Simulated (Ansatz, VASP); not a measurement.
Two plane-wave programs on SiC

```
Si C
1.0
     3.08100    0.00000    0.00000
    -1.54050    2.66822    0.00000
     0.00000    0.00000   15.12480
Si C
6 6
Cartesian
  0.0000 0.0000 -0.0044
  0.0000 0.0000 7.5580
  0.0000 1.7788 2.5185
  1.5405 0.8894 10.0809
  1.5405 0.8894 5.0365
  0.0000 1.7788 12.5989
  0.0000 1.7788 0.6277
  1.5405 0.8894 8.1901
  1.5405 0.8894 3.1462
  0.0000 1.7788 10.7086
  0.0000 0.0000 5.6622
  0.0000 0.0000 13.2246
```

Alike in both runs: task electric field gradients; functional r2SCAN; k mesh 10 × 10 × 2; occupations fermi-dirac, width 0.02 eV; no spin polarisation.

|  | VASP | Ansatz |
| --- | --- | --- |
| version | VASP 6.6.1 | Ansatz 0.2.0 |
| potentials or method | VASP PAW PBE potentials, release 64 (Si, C) | plane-wave PAW, scalar-relativistic |
| plane-wave cutoff (eV) | 520 | 500 |
| valence electrons in the cell | 48 | 48 |

|  | VASP | Ansatz | Ansatz less VASP |
| --- | --- | --- | --- |
| gap on the k mesh at the Fermi level (eV) | 2.40 | 2.39 | -0.011 |
| pressure (GPa) | -0.8 | -0.6 | +0.18 |
| traceless stress, the component that is largest in VASP (GPa) | -0.14 | -0.15 | -0.005 |
| rms of the force components (eV/Å) | 0.005 | 0.005 | -0.0001 |
| size of Vzz on the site where it differs most (V/Å²) | 0.3 | 0.5 | +0.16 |

VASP's potentials were made for PBE, not for r2SCAN. Atom by atom the forces differ by 0.000 eV/Å (rms over components).
